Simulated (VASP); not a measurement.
MnV, 2 atoms in the cell. The structure is cubic, space group Pm-3m (No. 221). The conventional cell has a = 2.599 Å, b = 2.599 Å, c = 2.599 Å, α = 90.00°, β = 90.00°, γ = 90.00°. Mn (site symmetry m-3m) has 8 V at 2.25 Å and 6 Mn at 2.60 Å within 3.0 Å. Within 3.0 Å of V (site symmetry m-3m) lie 8 Mn at 2.25 Å and 6 V at 2.60 Å.  This cell differs from its parent crystal: volume scaled by 0.72.

```yaml
Program: VASP 6.6.1
Task: single point
Functional: LDA
Potentials_or_basis: VASP PAW LDA potentials, release 64 (Mn_pv, V_sv)
Cutoff: 520 eV
k_mesh: 11 × 11 × 11
Occupations: fermi-dirac, width 0.05 eV
Spin: collinear spin, ferromagnetic start
Starting_moments: "[4.0, 2.0] μB"
Dipole_correction: no
Further_INCAR_settings: ALGO = Normal; EDIFF = 1e-06; NBANDS = 24
```

Potentials or basis: VASP PAW LDA potentials, release 64 (Mn_pv, V_sv).

Launch:

```bash
$ cat potpaw_LDA.64/Mn_pv/POTCAR potpaw_LDA.64/V_sv/POTCAR > POTCAR
$ mpirun -np 1 vasp_std > vasp.out
```

Hardware: 1 thread of AMD EPYC 7R13 Processor (Zen 3) (shared host).

How long does it take, and how much memory?

Wall time 35 s on 1 thread of AMD EPYC 7R13 Processor (Zen 3), with other jobs on the host, peak memory 0.11 GiB. Counts: scf iterations 15, k points 56.
